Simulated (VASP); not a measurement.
Set up this calculation in VASP 6.6.1, as the native input.

- Task: single point
- Functional: PBE
- Potentials or basis: VASP PAW PBE potentials, release 64 (Ge_d)
- Cutoff: 520 eV
- k mesh: 14 × 14 × 14
- Occupations: gaussian, width 0.15 eV
- Spin: no spin polarisation
- Dipole correction: no
- Further INCAR settings: ALGO = Normal; EDIFF = 1e-06; NBANDS = 21

The structure of Ge lies in POSCAR:

```
Ge
1.0
    0.0000000000      2.6873315000      2.8287700000
    2.6873315000      0.0000000000      2.8287700000
    2.6873315000      2.6873315000      0.0000000000
Ge
2
Direct
    0.5000000000      0.5000000000      0.5000000000
    0.7500000000      0.7500000000      0.7500000000
```

This cell differs from its parent crystal: strain -0.050 along x and y, +0.000 along z.

These files were run (other wordings do the same):

INCAR

```
  PREC = Accurate
  ENCUT = 520
  EDIFF = 1E-6
  ISMEAR = 0
  SIGMA = 0.15
  LREAL = False
  LASPH = True
  NELM = 100
  ALGO = Normal
  ISIF = 2
  LWAVE = False
  LCHARG = False
  GGA = PE
  NBANDS = 21
```

KPOINTS

```
Automatic mesh
0
Gamma
  14 14 14
```

Potentials or basis: VASP PAW PBE potentials, release 64 (Ge_d).

Launch:

```sh
$ cat potpaw_PBE.64/Ge_d/POTCAR > POTCAR
$ mpirun -np 1 vasp_std > vasp.out
```

Results of the run:

The pressure is 13.4 GPa. The band gap on the k mesh is 0.10 eV (least direct gap 0.83 eV).

Caveat: the cell differs from its parent crystal (strain -0.050 along x and y, +0.000 along z); the cell stands under pressure.

Wall time 82 s on 1 thread of Intel(R) Xeon(R) 6975P-C (Granite Rapids) (shared host), peak memory 0.28 GiB.
